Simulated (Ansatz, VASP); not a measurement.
## One calculation of Be2H3, two programs

Contents of INCAR:

```
PREC = Accurate
ENCUT = 600
EDIFF = 1E-7
ISMEAR = 0
SIGMA = 0.1
LREAL = False
LASPH = True
NELM = 100
ALGO = Normal
ISIF = 3
LWAVE = False
LCHARG = False
GGA = PE
IBRION = 2
NSW = 90
EDIFFG = -0.04
```

KPOINTS

```
regular mesh
0
Gamma
  6 4 4
```

POSCAR

```
Be2H3
1.0
    3.0305905603      0.0000000000      0.0000000000
    1.1624205682      3.7491174659      0.0000000000
    1.2081020382     -0.0638468112      6.0616961083
Be H
4 6
Direct
    0.0915206063      0.8398833442      0.9976010335
    0.3987689136      0.5087420561      0.5934999174
    0.6867894065      0.9164642382      0.7252149164
    0.9815967178      0.3498218278      0.2712662761
    0.9928430632      0.1992702781      0.0647805607
    0.4735166776      0.3029631225      0.3754166712
    0.8510886221      0.6507092152      0.5505427772
    0.6393662516      0.7542179706      0.9375232470
    0.4288869626      0.2739402587      0.7713665174
    0.9556227787      0.7039876887      0.2127880832
```

Input for Ansatz:

```yaml
crystal:
  lattice:
    - [3.0305905603, 0.0, 0.0]
    - [1.1624205682, 3.7491174659, 0.0]
    - [1.2081020382, -0.0638468112, 6.0616961083]
  atoms:
    - { symbol: Be, position: [0.0915206063, 0.8398833442, 0.9976010335] }
    - { symbol: Be, position: [0.3987689136, 0.5087420561, 0.5934999174] }
    - { symbol: Be, position: [0.6867894065, 0.9164642382, 0.7252149164] }
    - { symbol: Be, position: [0.9815967178, 0.3498218278, 0.2712662761] }
    - { symbol: H, position: [0.9928430632, 0.1992702781, 0.0647805607] }
    - { symbol: H, position: [0.4735166776, 0.3029631225, 0.3754166712] }
    - { symbol: H, position: [0.8510886221, 0.6507092152, 0.5505427772] }
    - { symbol: H, position: [0.6393662516, 0.7542179706, 0.937523247] }
    - { symbol: H, position: [0.4288869626, 0.2739402587, 0.7713665174] }
    - { symbol: H, position: [0.9556227787, 0.7039876887, 0.2127880832] }
basis:
  ecutwfc: 420
kpoints:
  mp_grid: { grid: [6, 4, 4] }
hamiltonian:
  xc: pbe
scf:
  occupations: { method: gaussian, width: 0.1 }
  lower_state_search: "off"
output:
  forces: true
  stress: true
  eigenvalues: true
relax:
  adjacent_minimum: "off"
  f_tol: 0.04
  max_steps: 70
  cell: { stress_tol: 0.4 }
```

Change from the starting cell: the structure that the rattled cell fell into.

Alike in both runs: task relaxation of cell and atoms; functional PBE; k mesh 6 × 4 × 4; occupations gaussian, width 0.1 eV; no spin polarisation.

|  | VASP | Ansatz |
| --- | --- | --- |
| version | VASP 6.6.1 | Ansatz 0.2.0 |
| potentials or method | VASP PAW PBE potentials, release 64 (Be, H), cutoff 600 eV | scalar-relativistic, plane waves, PAW |
| valence electrons in the cell | 14 | 14 |

VASP gave:

```
gap on the k mesh at the Fermi level, each at its own relaxed structure (eV) : 1.83
relaxed volume (Å³/atom)                                                     : 7.74
relaxed cell length with the largest relative difference (Å)                 : 5.895
```

Which values does Ansatz return?

gap on the k mesh at the Fermi level, each at its own relaxed structure (eV): 1.83; relaxed volume (Å³/atom): 7.77; relaxed cell length with the largest relative difference (Å): 5.908.
